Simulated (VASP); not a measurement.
Pb:

```
Pb
1.0
    -2.00571    2.00571    2.00571
     2.00571   -2.00571    2.00571
     2.00571    2.00571   -2.00571
Pb
1
Cartesian
  0.0000 0.0000 0.0000
```

This cell differs from its parent crystal: volume scaled by 1.04.

Base run:

- Program: VASP 6.6.1
- Functional: PBE
- Potentials or basis: VASP PAW PBE potentials, release 64 (Pb_d)
- Cutoff: 520 eV
- k mesh: 9 × 9 × 9
- Occupations: fermi-dirac, width 0.05 eV
- Spin: no spin polarisation

Its results: band gap on the k mesh zero (band 7 reaches 13.70 eV, above the bottom of band 8 at 4.70 eV); pressure -0.7 GPa.

**Question.** The run is repeated on the same cell with these changes: functional from PBE to PBEsol. What comes out?

**Answer.** Band gap on the k mesh zero (band 7 reaches 13.52 eV, above the bottom of band 8 at 4.51 eV); pressure -3.3 GPa.

PBEsol binds more tightly than PBE, so the same cell stands under less pressure.

Caveats: spin-orbit coupling is left out, which moves the levels of the heavy elements; the PAW data sets were made with another functional, which shifts forces and pressure a little (some runs).
